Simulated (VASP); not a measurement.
# CdS (CsCl type): relaxation of cell and atoms with PBE

The system is CdS (CsCl type).

```
Cd S
1.0
     3.02129    0.00000    0.00000
     0.00000    3.02129    0.00000
     0.00000    0.00000    3.02129
Cd S
1 1
Cartesian
  0.0000 0.0000 0.0000
  1.5106 1.5106 1.5106
```

| Quantity | Value |
| --- | --- |
| Program | VASP 6.6.1 |
| Task | relaxation of cell and atoms |
| Functional | PBE |
| Potentials or basis | VASP PAW PBE potentials, release 64 (Cd, S) |
| Cutoff | 600 eV |
| k mesh | 14 × 14 × 14 |
| Occupations | fermi-dirac, width 0.08 eV |
| Spin | no spin polarisation |
| Target pressure | 59 GPa |
| Dipole correction | no |
| Further INCAR settings | ALGO = Normal; EDIFF = 1e-06; IBRION = 2; EDIFFG = -0.005; NSW = 32; ISIF = 3 |

The relaxed volume is 13.87 Å³/atom. The relaxed cell is a = 3.027 Å, b = 3.027 Å, c = 3.027 Å, α = 90.00°, β = 90.00°, γ = 90.00° and the space group after relaxing (to 0.05 Å) is Pm-3m (No. 221). The energy change on relaxing (the enthalpy is what falls) is -31.0 meV/atom, the ionic steps are 3 and the pressure after relaxing is 59.0 GPa. The band gap on the k mesh is zero (band 9 reaches 8.32 eV, above the bottom of band 10 at 7.07 eV).

The path:
| step | energy change (eV) | largest force (eV/Å) | pressure (GPa) | volume (Å³) |
| --- | --- | --- | --- | --- |
| 1 | 0.0000 | 0.0000 | 60.82 | 27.58 |
| 2 | -0.2260 | 0.0000 | 54.11 | 28.21 |
| 3 | -0.0621 | 0.0000 | 58.96 | 27.74 |

Final structure:
```xyz
2
Lattice="3.0273 0.0000 0.0000 0.0000 3.0273 0.0000 0.0000 0.0000 3.0273" Properties=species:S:1:pos:R:3 pbc="T T T"
Cd    0.0000    0.0000    0.0000
S     1.5137    1.5137    1.5137
```

Levels at points of the mesh, in eV from the Fermi level:
| k point | band 6 | band 7 | band 8 | band 9 | band 10 | band 11 | band 12 | band 13 |
| --- | --- | --- | --- | --- | --- | --- | --- | --- |
| (0.00, 0.00, 0.00) | -8.79 | -2.02 | -2.02 | -2.02 | 0.94 | 6.23 | 6.23 | 15.57 |
| (0.50, 0.00, 0.00) | -8.72 | -7.13 | 0.34 | 0.34 | 4.52 | 6.07 | 7.06 | 7.45 |
| (0.50, 0.50, 0.00) | -7.56 | -6.89 | -6.89 | -1.33 | 0.01 | 9.31 | 9.57 | 9.57 |
| (0.50, 0.50, 0.50) | -8.30 | -2.31 | -2.31 | -2.31 | 0.56 | 0.56 | 0.56 | 4.90 |

Run time: 48 s on 1 thread of Intel(R) Xeon(R) Platinum 8488C (Sapphire Rapids) (shared host), peak memory 0.18 GiB.

Caveat: the cell is relaxed towards a set pressure, so the enthalpy falls and the energy may rise.
